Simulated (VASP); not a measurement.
# Pb (P6/mmm) in VASP: a series of runs

The runs below take Pb through relaxation of cell and atoms, with PBE.

All numbers are computed with VASP 6.6.1; they aren't measurements. Logs are shortened: lines on timing, memory, paths and dates and some standing lists are left out, and cuts for length are marked.

### Step 1. The cell of the first run

The structure is hexagonal, space group P6/mmm (No. 191). The conventional cell has a = 3.309 Å, b = 3.309 Å, c = 3.152 Å, α = 90.00°, β = 90.00°, γ = 120.00°. Within 4.1 Å of Pb (site symmetry 6/mmm) lie 8 Pb at 3.15 to 3.31 Å.

This isn't the form of Pb at room conditions, which is fcc.

### Step 2. Relaxation of cell and atoms, PBE, target pressure 4.9 GPa, at which the enthalpy is minimised

INCAR

```
SYSTEM = Pb
PREC = Accurate ; ENCUT = 600
EDIFF = 1E-7 ; ISMEAR = -1
SIGMA = 0.1 ; LREAL = .False.
LASPH = .True. ; NELM = 80
ALGO = Normal ; ISIF = 3
LWAVE = .False. ; LCHARG = .False.
GGA = PE ; IBRION = 2
NSW = 32 ; EDIFFG = -0.005
PSTRESS = 49.0
```

KPOINTS

```
Automatic mesh
0
Gamma
  13 13 12
  0 0 0
```

POSCAR

```
Pb
1.0
    3.3092589299      0.0000000000      0.0000000000
   -1.6546294649      2.8659023010      0.0000000000
    0.0000000000      0.0000000000      3.1523670486
Pb
1
Direct
    0.0000000000      0.0000000000      0.0000000000
```

Potentials or basis: VASP PAW PBE potentials, release 64 (Pb_d).

The run is started by

```
cat potpaw_PBE.64/Pb_d/POTCAR > POTCAR
mpirun -np 1 vasp_std > vasp.out
```

OUTCAR:

```text
SYSTEM = Pb
   PREC = Accurate
   ENCUT = 600
   EDIFF = 1E-7
   ISMEAR = -1
   LREAL = .False.
   LASPH = .True.
   NELM = 80
   ISIF = 3
   GGA = PE
   IBRION = 2
   NSW = 32
   EDIFFG = -0.005
   PSTRESS = 49.0

 ion  position               nearest neighbor table
   1  0.000  0.000  0.000-

  LATTYP: Found a hexagonal cell.
 ALAT       =     3.3092589299
 C/A-ratio  =     0.9525900256

  Lattice vectors:

 A1 = (   3.3092589299,   0.0000000000,   0.0000000000)
 A2 = (  -1.6546294649,   2.8659023010,   0.0000000000)
 A3 = (   0.0000000000,   0.0000000000,   3.1523670486)

Analysis of symmetry for initial positions (statically):
=====================================================================
 Subroutine PRICEL returns:
 Original cell was already a primitive cell.

 Routine SETGRP: Setting up the symmetry group for a
 hexagonal supercell.

 Subroutine GETGRP returns: Found 24 space group operations
 (whereof 24 operations were pure point group operations)
 out of a pool of 24 trial point group operations.

The static configuration has the point symmetry D_6h.

Analysis of symmetry for dynamics (positions and initial velocities):
=====================================================================
 Subroutine PRICEL returns:
 Original cell was already a primitive cell.

 Routine SETGRP: Setting up the symmetry group for a
 hexagonal supercell.

 Subroutine GETGRP returns: Found 24 space group operations
 (whereof 24 operations were pure point group operations)
 out of a pool of 24 trial point group operations.

The dynamic configuration has the point symmetry D_6h.

 Subroutine INISYM returns: Found 24 space group operations
 (whereof 24 operations are pure point group operations),
 and found     1 'primitive' translations

----------------------------------------------------------------------------------------

                                     Primitive cell

  volume of cell :      29.8971

  direct lattice vectors                    reciprocal lattice vectors
     3.309258930  0.000000000  0.000000000     0.302182459  0.174465124  0.000000000
    -1.654629465  2.865902301  0.000000000     0.000000000  0.348930248  0.000000000
     0.000000000  0.000000000  3.152367049     0.000000000  0.000000000  0.317221943

  length of vectors
     3.309258930  3.309258930  3.152367049     0.348930248  0.348930248  0.317221943

  position of ions in fractional coordinates (direct lattice)
[... 86 lines left out ...]
   TEBEG  =    0.0;   TEEND  =   0.0 temperature during run
   PSTRESS=   49.0 pullay stress
   NELECT =      14.0000    total number of electrons
   NUPDOWN=      -1.0000    fix difference up-down
   EMIN   =  10.00;   EMAX   =-10.00  energy-range for DOS
   EFERMI =   0.00;   METHOD = LEGACY
   ISMEAR =    -1;   SIGMA  =   0.10  broadening in eV -4-tet -1-fermi 0-gaus
   EFERMI_NEDOS =   21; number of points for ismear=-14 and -15
   IALGO  =     38    algorithm
   IMIX   =      4    mixing-type and parameters
     AMIX     =   0.40;   BMIX     =  1.00
     AMIX_MAG =   1.60;   BMIX_MAG =  1.00
  volume/ion in A,a.u.               =      29.90       201.76
  Fermi-wavevector in a.u.,A,eV,Ry     =   1.271280  2.402371 21.989093  1.616153
  Thomas-Fermi vector in A             =   2.404222
   LORBIT       =      0    0 simple, 1 ext, 2 COOP (PROOUT), +10 PAW based schemes
   GGA     = PE    functional components
   LHFCALC =     F    Hartree Fock is set to
   AEXX    =    0.0000 exact exchange contribution
   IVDW    =     0    specifies the selected vdW correction
   LEPSILON=     F    determine dielectric tensor
   LRPA    =     F    only Hartree local field effects (RPA)
 conjugate gradient relaxation of ions
 non-spin polarized calculation
  energy-cutoff  :      600.00
  volume of cell :       29.90
 maximum number of plane-waves:      1022
 NGX is ok and might be reduce to    28
   NGX = 13   NGY = 13   NGZ = 13

 number of electron      14.0000000 magnetization

 Free energy of the ion-electron system (eV)
  ---------------------------------------------------
  ext. energy  EPLUGINS =         0.00000000
  ---------------------------------------------------
  free energy    TOTEN  =        -3.42446794 eV

  energy without entropy =       -3.40878167  energy(sigma->0) =       -3.41662481

 E-fermi :   7.2534     XC(G=0): -10.1925

 val. band max:        7.2106824753   @ k =   0.3077   0.0769   0.3333
 cond. band min:       7.2826759166   @ k =   0.3077   0.2308   0.1667
 fundamental gap:      0.0719934413
 Fermi energy:         7.2534181437

 k-point     1 :       0.0000    0.0000    0.0000
  band No.  band energies     occupation
      1     -10.0831      2.00000
      2      -9.7540      2.00000
      3      -9.7540      2.00000
      4      -9.3935      2.00000
      5      -9.3935      2.00000
      6      -4.6183      2.00000
      7      12.2309      0.00000
      8      14.3774      0.00000
      9      14.3774      0.00000
     10      16.1238      0.00000
     11      17.4657      0.00000
[... 309 lines left out ...]
 k-point    24 :       0.1538    0.0000    0.0833
  band No.  band energies     occupation
      1     -10.0079      2.00000
      2      -9.7677      2.00000
      3      -9.6692      2.00000
      4      -9.4459      2.00000
      5      -9.4155      2.00000
      6      -4.0580      2.00000
      7      10.9534      0.00000
      8      11.4601      0.00000
      9      13.3563      0.00000
     10      16.3210      0.00000
     11      17.9507      0.00000

 [... further k-points ...]

------------------------ aborting loop because EDIFF is reached ----------------------------------------

  FORCE on cell =-STRESS in cart. coord.  units (eV):
  Direction    XX          YY          ZZ          XY          YZ          ZX
  --------------------------------------------------------------------------------------
  -------------------------------------------------------------------------------------
  Total        0.9104285      0.9104285      0.9133943      0.0000000      0.0000000      0.0000000
  in kB       48.7896288     48.7896288     48.9485677      0.0000000      0.0000000      0.0000000
  external PRESSURE =      -0.1573916 kB  Pullay stress =      49.0000000 kB

 VOLUME and BASIS-vectors are now :
 -----------------------------------------------------------------------------
  energy-cutoff  :      600.00
  volume of cell :       29.90
      direct lattice vectors                 reciprocal lattice vectors
     3.309258930  0.000000000  0.000000000     0.302182459  0.174465124  0.000000000
    -1.654629465  2.865902301  0.000000000     0.000000000  0.348930248  0.000000000
     0.000000000  0.000000000  3.152367049     0.000000000  0.000000000  0.317221943

 POSITION                                       TOTAL-FORCE (eV/Angst)
 -----------------------------------------------------------------------------------
      0.00000      0.00000      0.00000         0.000000      0.000000      0.000000
 -----------------------------------------------------------------------------------
    total drift:                               -0.000000     -0.000000     -0.000000

  FREE ENERGIE OF THE ION-ELECTRON SYSTEM (eV)
  ---------------------------------------------------
  free  energy   TOTEN  =        -3.4244679398 eV

  energy  without entropy=       -3.4087816721  energy(sigma->0) =       -3.41662481

  enthalpy is  TOTEN    =        -2.5101138591 eV   P V=        0.9143540807

 reached required accuracy - stopping structural energy minimisation
```

OSZICAR:

```text
N       E                     dE             d eps       ncg     rms          rms(c)
DAV:   1     0.108822248446E+03    0.10882E+03   -0.79766E+03  3255   0.164E+03
DAV:   2     0.150302695367E+01   -0.10732E+03   -0.10509E+03  3294   0.346E+02
DAV:   3    -0.331764339891E+01   -0.48207E+01   -0.47852E+01  3947   0.842E+01
DAV:   4    -0.343120483747E+01   -0.11356E+00   -0.11352E+00  3841   0.139E+01
DAV:   5    -0.343639365011E+01   -0.51888E-02   -0.51887E-02  4056   0.271E+00    0.724E-01
DAV:   6    -0.342655151126E+01    0.98421E-02   -0.17491E-02  3864   0.264E+00    0.376E-01
DAV:   7    -0.342445880891E+01    0.20927E-02   -0.82662E-03  3837   0.176E+00    0.109E-01
DAV:   8    -0.342447906844E+01   -0.20260E-04   -0.64918E-04  3795   0.451E-01    0.122E-02
DAV:   9    -0.342447111099E+01    0.79574E-05   -0.23909E-05  3945   0.907E-02    0.669E-03
DAV:  10    -0.342446791342E+01    0.31976E-05   -0.18173E-06  3544   0.169E-02    0.481E-04
DAV:  11    -0.342446807710E+01   -0.16368E-06   -0.88982E-08  2222   0.427E-03    0.343E-04
DAV:  12    -0.342446792938E+01    0.14771E-06   -0.24676E-08  1770   0.260E-03    0.915E-05
DAV:  13    -0.342446793980E+01   -0.10420E-07   -0.68061E-09  1755   0.131E-03
   1 F= -.25101139E+01 E0= -.25022707E+01  d E =-.251011E+01
```

CONTCAR:

```text
Pb
   1.00000000000000
     3.3092589298999999    0.0000000000000000    0.0000000000000000
    -1.6546294649000000    2.8659023010000002    0.0000000000000000
     0.0000000000000000    0.0000000000000000    3.1523670485999999
  Pb
     1
Direct
     0.0000000000000000    0.0000000000000000    0.0000000000000000

  0.00000000E+00  0.00000000E+00  0.00000000E+00
```

It took 24 s on 1 thread of Intel Xeon 6975P-C (Granite Rapids), shared host; peak memory 0.19 GiB.

Results:

```
Free energy             : -3.4245 eV
Pressure after relaxing : 4.9 GPa
Band gap on the k mesh  : zero (bands 7 and 8 overlap by 6.81 eV)
```

Final structure:
```
Pb
1.0
     3.30926    0.00000    0.00000
    -1.65463    2.86590    0.00000
     0.00000    0.00000    3.15237
Pb
1
Direct
  0.00000 0.00000 0.00000
```

Levels at points of the mesh, in eV from the Fermi level:
```csv
k point,band 3,band 4,band 5,band 6,band 7,band 8,band 9,band 10,band 11
"(0.00, 0.00, 0.00)",-17.01,-16.65,-16.65,-11.87,4.98,7.12,7.12,8.87,10.21
"(0.00, 0.00, 0.50)",-16.85,-16.84,-16.84,-9.16,-4.49,9.94,9.94,11.99,12.12
```

Caveat: the relaxation stopped at its first step, so nothing moved; the cell is relaxed towards a set pressure, so the run minimises the enthalpy, not the energy; spin-orbit coupling is left out, which moves the levels of the heavy elements.

### Step 3. Relaxation of cell and atoms, PBE, target pressure 4.9 GPa, at which the enthalpy is minimised

This run uses another cell than the first one, of 29.99 Å³/atom.

INCAR

```
PREC = Accurate
ENCUT = 600
EDIFF = 1E-7
ISMEAR = -1
SIGMA = 0.1
LREAL = False
LASPH = True
NELM = 60
ALGO = Normal
ISIF = 3
LWAVE = False
LCHARG = False
GGA = PE
IBRION = 2
NSW = 60
EDIFFG = -0.005
PSTRESS = 49.0
```

KPOINTS

```
Automatic mesh
0
Gamma
  13 13 12
```

POSCAR

```
Pb
1.0
    3.3273861566      0.0000000000      0.0000000000
   -1.6636930783      2.8816009398      0.0000000000
    0.0000000000      0.0000000000      3.1277429872
Pb
1
Direct
    0.0000000000      0.0000000000      0.0000000000
```

Potentials or basis: VASP PAW PBE potentials, release 64 (Pb_d).

The run is started by

```
cat potpaw_PBE.64/Pb_d/POTCAR > POTCAR
mpirun -np 1 vasp_std > vasp.out
```

OUTCAR:

```text
PREC = Accurate
   ENCUT = 600
   EDIFF = 1E-7
   ISMEAR = -1
   LREAL = False
   LASPH = True
   NELM = 60
   ISIF = 3
   GGA = PE
   IBRION = 2
   NSW = 60
   EDIFFG = -0.005
   PSTRESS = 49.0

 ion  position               nearest neighbor table
   1  0.000  0.000  0.000-

  LATTYP: Found a hexagonal cell.
 ALAT       =     3.3273861566
 C/A-ratio  =     0.9400000000

  Lattice vectors:

 A1 = (   3.3273861566,   0.0000000000,   0.0000000000)
 A2 = (  -1.6636930783,   2.8816009398,   0.0000000000)
 A3 = (   0.0000000000,   0.0000000000,   3.1277429872)

Analysis of symmetry for initial positions (statically):
=====================================================================
 Subroutine PRICEL returns:
 Original cell was already a primitive cell.

 Routine SETGRP: Setting up the symmetry group for a
 hexagonal supercell.

 Subroutine GETGRP returns: Found 24 space group operations
 (whereof 24 operations were pure point group operations)
 out of a pool of 24 trial point group operations.

The static configuration has the point symmetry D_6h.

Analysis of symmetry for dynamics (positions and initial velocities):
=====================================================================
 Subroutine PRICEL returns:
 Original cell was already a primitive cell.

 Routine SETGRP: Setting up the symmetry group for a
 hexagonal supercell.

 Subroutine GETGRP returns: Found 24 space group operations
 (whereof 24 operations were pure point group operations)
 out of a pool of 24 trial point group operations.

The dynamic configuration has the point symmetry D_6h.

 Subroutine INISYM returns: Found 24 space group operations
[... 124 lines left out ...]
   LEPSILON=     F    determine dielectric tensor
   LRPA    =     F    only Hartree local field effects (RPA)
 conjugate gradient relaxation of ions
 non-spin polarized calculation
  energy-cutoff  :      600.00
  volume of cell :       29.99
 maximum number of plane-waves:      1022
 NGX is ok and might be reduce to    28
   NGX = 13   NGY = 13   NGZ = 13

--------------------------------------- Ionic step        1  -------------------------------------------

 number of electron      14.0000000 magnetization

 Free energy of the ion-electron system (eV)
  ---------------------------------------------------
  ext. energy  EPLUGINS =         0.00000000
  ---------------------------------------------------
  free energy    TOTEN  =        -3.42587334 eV

  energy without entropy =       -3.40952607  energy(sigma->0) =       -3.41769971

------------------------ aborting loop because EDIFF is reached ----------------------------------------

  FORCE on cell =-STRESS in cart. coord.  units (eV):
  Direction    XX          YY          ZZ          XY          YZ          ZX
  --------------------------------------------------------------------------------------
  -------------------------------------------------------------------------------------
  Total        0.7725825      0.7725825      1.0779939      0.0000000     -0.0000000      0.0000000
  in kB       41.2750266     41.2750266     57.5915513      0.0000000     -0.0000000      0.0000000
  external PRESSURE =      -2.2861318 kB  Pullay stress =      49.0000000 kB
[... 172 lines left out ...]
--------------------------------------- Ionic step        6  -------------------------------------------

 number of electron      14.0000000 magnetization

 Free energy of the ion-electron system (eV)
  ---------------------------------------------------
  ext. energy  EPLUGINS =         0.00000000
  ---------------------------------------------------
  free energy    TOTEN  =        -3.42415055 eV

  energy without entropy =       -3.40848100  energy(sigma->0) =       -3.41631577

 E-fermi :   7.2576     XC(G=0): -10.1943

 val. band max:        7.2147960384   @ k =   0.3077   0.0769   0.3333
 cond. band min:       7.2870197628   @ k =   0.3077   0.2308   0.1667
 fundamental gap:      0.0722237245
 Fermi energy:         7.2576442225

 k-point     1 :       0.0000    0.0000    0.0000
  band No.  band energies     occupation
      1     -10.0795      2.00000
      2      -9.7504      2.00000
      3      -9.7504      2.00000
      4      -9.3895      2.00000
      5      -9.3895      2.00000
      6      -4.6168      2.00000
      7      12.2329      0.00000
      8      14.3862      0.00000
      9      14.3862      0.00000
     10      16.1271      0.00000
     11      17.4708      0.00000
[... 309 lines left out ...]
 k-point    24 :       0.1538   -0.0000    0.0833
  band No.  band energies     occupation
      1     -10.0043      2.00000
      2      -9.7642      2.00000
      3      -9.6655      2.00000
      4      -9.4419      2.00000
      5      -9.4115      2.00000
      6      -4.0562      2.00000
      7      10.9604      0.00000
      8      11.4627      0.00000
      9      13.3642      0.00000
     10      16.3273      0.00000
     11      17.9534      0.00000

 [... further k-points ...]

------------------------ aborting loop because EDIFF is reached ----------------------------------------

  FORCE on cell =-STRESS in cart. coord.  units (eV):
  Direction    XX          YY          ZZ          XY          YZ          ZX
  --------------------------------------------------------------------------------------
  -------------------------------------------------------------------------------------
  Total        0.9155534      0.9155534      0.9131446      0.0000000     -0.0000000      0.0000000
  in kB       49.0818222     49.0818222     48.9526863      0.0000000     -0.0000000      0.0000000
  external PRESSURE =       0.0387769 kB  Pullay stress =      49.0000000 kB
[... 20 lines left out ...]
  energy  without entropy=       -3.4084810013  energy(sigma->0) =       -3.41631577

  enthalpy is  TOTEN    =        -2.5101233981 eV   P V=        0.9140271489

 reached required accuracy - stopping structural energy minimisation
```

OSZICAR:

```text
N       E                     dE             d eps       ncg     rms          rms(c)
DAV:   1     0.108896486222E+03    0.10890E+03   -0.80252E+03  3263   0.166E+03
DAV:   2     0.145521812449E+01   -0.10744E+03   -0.10531E+03  3300   0.343E+02
[... 43 lines left out ...]
       N       E                     dE             d eps       ncg     rms          rms(c)
DAV:   1    -0.342432631664E+01    0.72211E-03   -0.53141E-03  3735   0.160E+00    0.680E-02
DAV:   2    -0.342417315728E+01    0.15316E-03   -0.30655E-04  3810   0.384E-01    0.251E-02
DAV:   3    -0.342414923336E+01    0.23924E-04   -0.91847E-05  4262   0.201E-01    0.325E-03
DAV:   4    -0.342415017585E+01   -0.94249E-06   -0.24346E-06  3453   0.206E-02    0.947E-04
DAV:   5    -0.342415046035E+01   -0.28450E-06   -0.25137E-07  3083   0.841E-03    0.654E-04
DAV:   6    -0.342415054693E+01   -0.86581E-07   -0.30003E-08  1737   0.281E-03
   6 F= -.25101234E+01 E0= -.25022886E+01  d E =-.256637E-04
```

CONTCAR:

```text
Pb
   1.00000000000000
     3.3086811965930814   -0.0000000000000000    0.0000000000000000
    -1.6543405982965407    2.8654019692552448   -0.0000000000000000
    -0.0000000000000000   -0.0000000000000000    3.1523404847648364
  Pb
     1
Direct
     0.0000000000000000    0.0000000000000000    0.0000000000000000

  0.00000000E+00  0.00000000E+00  0.00000000E+00
```

Run time: 79 s. Hardware: 1 thread of Intel Xeon 6975P-C (Granite Rapids), shared host; peak memory 0.2 GiB.

Results:

```yaml
Free_energy: -3.4242 eV
Relaxed_volume: 29.89 Å³/atom
Relaxed_cell: a = 3.309 Å, b = 3.309 Å, c = 3.152 Å, α = 90.00°, β = 90.00°, γ = 120.00°
Space_group_after_relaxing_to_0.1_Å: P6/mmm (No. 191)
Energy_change_on_relaxing_the_run_minimises_the_enthalpy: +1.7 meV/atom
Ionic_steps: 6
Pressure_after_relaxing: 4.9 GPa
Band_gap_on_the_k_mesh: zero (bands 7 and 8 overlap by 6.81 eV)
```

Step by step:
```tsv
step	energy change (eV)	largest force (eV/Å)	pressure (GPa)	volume (Å³)
1	0.0000	0.0000	4.67	29.99
2	0.0044	0.0000	5.09	29.80
3	0.0035	0.0000	5.02	29.83
4	0.0036	0.0000	5.02	29.83
5	0.0008	0.0000	4.84	29.92
6	0.0017	0.0000	4.90	29.89
```

Final structure:
```
CELL_PARAMETERS angstrom
3.30868 0.00000 0.00000
-1.65434 2.86540 0.00000
0.00000 0.00000 3.15234
ATOMIC_POSITIONS crystal
Pb 0.00000 0.00000 0.00000
```

Caveat: the cell is relaxed towards a set pressure, so the run minimises the enthalpy, not the energy; spin-orbit coupling is left out, which moves the levels of the heavy elements.
